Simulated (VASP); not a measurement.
# Be (P1) in VASP: notebook, part 2 of 2

VASP 6.6.1. The steps go on from the part before.

## Step 3: Single point, LDA

Contents of INCAR:

```
SYSTEM = Be
PREC = Accurate ; ENCUT = 600
EDIFF = 1E-6 ; ISMEAR = -1
SIGMA = 0.1 ; LREAL = .False.
LASPH = .True. ; NELM = 120
ALGO = Normal ; ISIF = 2
LWAVE = .False. ; LCHARG = .False.
NBANDS = 12 ; GGA_COMPAT = .False.
```

Contents of KPOINTS:

```
Automatic mesh
0
Gamma
  4 4 6
  0 0 0
```

Contents of POSCAR:

```
Be
1.0
    3.7468100000      0.0000000000      0.0000000000
    0.0000000000      3.7468100000      0.0000000000
    0.0000000000      0.0000000000      2.2812800000
Be
4
Direct
    0.2936683488      0.2880724044     -0.0285846890
    0.6982961154      0.7134628763     -0.0147847148
    0.2087548092      0.7726567121      0.5486649513
    0.7992807213      0.2258080130      0.4947044923
```

Potentials or basis: VASP PAW LDA potentials, release 64 (Be).

Launch:

```
$ cat potpaw_LDA.64/Be/POTCAR > POTCAR
$ mpirun -np 1 vasp_std > vasp.out
```

Wall time 13 s (1 thread of Intel Xeon Platinum 8259CL at 2.50GHz (Skylake/Cascade Lake), shared host); peak memory 0.13 GiB.

It converged, with:

```yaml
Free_energy: -16.4461 eV
Pressure: -4.4 GPa
Largest_force: 1.358 eV/Å
Band_gap_on_the_k_mesh: zero (band 4 reaches 7.57 eV, above the bottom of band 5 at 6.16 eV)
```

Forces on the atoms (eV/Å):
```
Be   0.344 -0.233  0.750
Be   0.058  0.119  0.504
Be  -0.531  0.531 -1.132
Be   0.129 -0.417 -0.122
```

Stress tensor (GPa, compression positive):
```
-3.33 -0.95  1.50
-0.95 -9.76 -1.27
 1.50 -1.27 -0.07
```

Levels at points of the mesh, in eV from the Fermi level:
```csv
k point,band 1,band 2,band 3,band 4,band 5,band 6,band 7,band 8,band 9
"(0.00, 0.00, 0.00)",-10.92,-4.83,-4.46,-0.89,-0.29,4.15,4.71,8.00,9.27
"(0.50, 0.00, 0.00)",-9.00,-8.96,-2.45,-2.33,1.26,1.37,8.96,9.34,11.51
"(0.00, 0.50, 0.00)",-9.09,-8.87,-2.73,-2.43,1.68,1.77,8.54,9.31,11.28
"(0.50, 0.50, 0.00)",-7.16,-7.09,-6.88,-6.83,7.98,8.42,8.67,9.19,12.36
"(0.00, 0.00, 0.50)",-5.78,-5.49,0.91,1.12,1.60,2.03,2.51,3.06,7.48
"(0.50, 0.00, 0.50)",-4.49,-4.19,-3.52,-3.07,3.41,4.05,5.16,5.83,6.54
"(0.00, 0.50, 0.50)",-4.33,-4.00,-3.66,-3.28,3.49,4.03,4.86,5.36,7.13
"(0.50, 0.50, 0.50)",-3.68,-3.59,-3.45,-3.35,1.87,1.91,2.06,2.19,12.11
```

Caveat: the k points lie up to 0.46 Å⁻¹ apart; forces of over 1 eV/Å act on the atoms, so gaps and moduli don't describe the material at rest.

## Step 4: Single point, LDA

Contents of INCAR:

```
SYSTEM = Be
ALGO = Normal ; EDIFF = 1E-6
ENCUT = 600 ; GGA_COMPAT = .False.
ISIF = 2 ; ISMEAR = -1
LASPH = .True. ; LCHARG = .False.
LREAL = .False. ; LWAVE = .False.
NBANDS = 12 ; NELM = 120
PREC = Accurate ; SIGMA = 0.1
```

Contents of KPOINTS:

```
k-points
0
Gamma
  4 4 6
  0 0 0
```

Contents of POSCAR:

```
Be
1.0
    3.7468100000      0.0000000000      0.0000000000
    0.0000000000      3.7468100000      0.0000000000
    0.0000000000      0.0000000000      2.2812800000
Be
4
Direct
    0.2940675088      0.2857872095     -0.0294391822
    0.6978151814      0.7156569612     -0.0145706626
    0.2081102863      0.7702577083      0.5509562014
    0.8000070160      0.2282981303      0.4930537051
```

Potentials or basis: VASP PAW LDA potentials, release 64 (Be).

Launch:

```
$ cat potpaw_LDA.64/Be/POTCAR > POTCAR
$ mpirun -np 1 vasp_std > vasp.out
```

OUTCAR:

```text
SYSTEM = Be
   EDIFF = 1E-6
   ENCUT = 600
   ISIF = 2
   ISMEAR = -1
   LASPH = .True.
   LREAL = .False.
   NELM = 120
   PREC = Accurate

 ion  position               nearest neighbor table
   1  0.294  0.286  0.971-   3 2.08   4 2.16   3 2.18   4 2.20   2 2.21   4 2.21   4 2.25   3 2.27
                             3 2.36
   2  0.698  0.716  0.985-   3 2.10   3 2.16   4 2.18   4 2.20   1 2.21   3 2.25   4 2.26   4 2.28
                             3 2.32
   3  0.208  0.770  0.551-   1 2.08   2 2.10   2 2.16   1 2.18   2 2.25   1 2.27   4 2.30   2 2.32
                             1 2.36
   4  0.800  0.228  0.493-   1 2.16   2 2.18   2 2.20   1 2.20   1 2.21   1 2.25   2 2.26   2 2.28
                             3 2.30

[... 562 lines left out ...]
  -------------------------------------------------------------------------------------
  Total       -0.5490621     -2.1212911      0.0367968     -0.1919158     -0.2683089      0.3151029
  in kB      -27.4681947   -106.1228546      1.8408525     -9.6010638    -13.4228202     15.7638034
  external PRESSURE =     -43.9167323 kB  Pullay stress =       0.0000000 kB

 VOLUME and BASIS-vectors are now :
 -----------------------------------------------------------------------------
  energy-cutoff  :      600.00
  volume of cell :       32.03
      direct lattice vectors                 reciprocal lattice vectors
     3.746810000  0.000000000  0.000000000     0.266893704  0.000000000  0.000000000
     0.000000000  3.746810000  0.000000000     0.000000000  0.266893704  0.000000000
     0.000000000  0.000000000  2.281280000     0.000000000  0.000000000  0.438350400

 POSITION                                       TOTAL-FORCE (eV/Angst)
 -----------------------------------------------------------------------------------
      1.10182      1.07079      2.21412         0.376121     -0.236334      0.771342
      2.61458      2.68143      2.24804         0.035621      0.123872      0.505239
      0.77975      2.88601      1.25689        -0.550114      0.528576     -1.183860
      2.99747      0.85539      1.12479         0.138372     -0.416114     -0.092720
 -----------------------------------------------------------------------------------
    total drift:                                0.000003      0.000017      0.000003

  FREE ENERGIE OF THE ION-ELECTRON SYSTEM (eV)
  ---------------------------------------------------
  free  energy   TOTEN  =       -16.4356985862 eV

  energy  without entropy=      -16.4183820416  energy(sigma->0) =      -16.42704031
```

stdout:

```text
POSCAR found type information on POSCAR Be
 POSCAR found :  1 types and       4 ions
 scaLAPACK will be used
 LDA part: xc-table for (Slater(with rela. corr.)+CA(PZ))
 , standard interpolation
 POSCAR, INCAR and KPOINTS ok, starting setup
 FFT: planning ... GRIDC
 FFT: planning ... GRID_SOFT
 FFT: planning ... GRID
 WAVECAR not read
 entering main loop
```

It took 12 s on 1 thread of Intel Xeon Platinum 8259CL at 2.50GHz (Skylake/Cascade Lake), shared host; peak memory 0.13 GiB.

Results:

* Free energy: -16.4357 eV
* Pressure: -4.4 GPa
* Largest force: 1.408 eV/Å
* Band gap on the k mesh: zero (band 4 reaches 7.57 eV, above the bottom of band 5 at 6.23 eV)

Forces in eV/Å, atoms in the order of the input:
```
Be   0.376 -0.236  0.771
Be   0.036  0.124  0.505
Be  -0.550  0.529 -1.184
Be   0.138 -0.416 -0.093
```

Levels at points of the mesh, in eV from the Fermi level:
```tsv
k point	band 1	band 2	band 3	band 4	band 5	band 6	band 7	band 8
(0.00, 0.00, 0.00)	-10.95	-4.86	-4.51	-0.95	-0.26	4.03	4.69	7.99
(0.50, 0.00, 0.00)	-9.04	-9.00	-2.46	-2.34	1.18	1.29	8.94	9.31
(0.00, 0.50, 0.00)	-9.13	-8.90	-2.78	-2.47	1.67	1.76	8.48	9.27
(0.50, 0.50, 0.00)	-7.19	-7.12	-6.91	-6.86	7.95	8.38	8.61	9.12
(0.00, 0.00, 0.50)	-5.82	-5.53	0.88	1.08	1.56	1.97	2.50	3.02
(0.50, 0.00, 0.50)	-4.54	-4.22	-3.56	-3.08	3.36	4.05	5.14	5.86
(0.00, 0.50, 0.50)	-4.35	-4.01	-3.73	-3.34	3.45	4.01	4.79	5.31
(0.50, 0.50, 0.50)	-3.71	-3.62	-3.50	-3.39	1.83	1.87	2.03	2.17
```

Caveat: the k points lie up to 0.46 Å⁻¹ apart; forces of over 1 eV/Å act on the atoms, so gaps and moduli don't describe the material at rest.
